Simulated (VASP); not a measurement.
K3SBr: single point with r2SCAN

K3SBr:

```
Br S K
1.0
     6.01411    0.00000    0.00000
     0.00000    6.01411    0.00000
     0.00000    0.00000    6.01411
Br S K
1 1 3
Direct
  0.00000 0.00000 0.00000
  0.50000 0.50000 0.50000
  0.50000 0.50000 0.00000
  0.50000 0.00000 0.50000
  0.00000 0.50000 0.50000
```

```yaml
Program: VASP 6.6.1
Task: single point
Functional: r2SCAN
Potentials_or_basis: VASP PAW PBE potentials, release 64 (Br, S, K_sv)
Cutoff: 520 eV
k_mesh: 4 × 4 × 4
Occupations: gaussian, width 0.01 eV
Spin: no spin polarisation
Dipole_correction: no
Further_INCAR_settings: ALGO = Normal; EDIFF = 1e-06; NBANDS = 28
```

```yaml
Pressure: -0.4 GPa
Band_gap_on_the_k_mesh: 2.14 eV
```

Levels at points of the mesh, in eV from the valence-band top:
| k point | band 17 | band 18 | band 19 | band 20 | band 21 | band 22 | band 23 | band 24 |
| --- | --- | --- | --- | --- | --- | --- | --- | --- |
| (0.00, 0.00, 0.00) | -1.95 | 0.00 | 0.00 | 0.00 | 2.14 | 4.30 | 4.30 | 5.29 |
| (0.50, 0.00, 0.00) | -1.95 | -0.68 | -0.08 | -0.08 | 3.50 | 4.04 | 5.00 | 5.69 |
| (0.50, 0.50, 0.00) | -1.95 | -0.64 | -0.64 | -0.13 | 4.09 | 4.73 | 5.08 | 5.08 |
| (0.50, 0.50, 0.50) | -2.04 | -0.76 | -0.76 | -0.76 | 5.14 | 5.19 | 5.19 | 5.19 |

Run time: 2.7 min on 1 thread of Intel(R) Xeon(R) 6975P-C (Granite Rapids) (shared host), peak memory 0.39 GiB.

Caveat: the PAW data sets were made with another functional, which shifts forces and pressure a little.
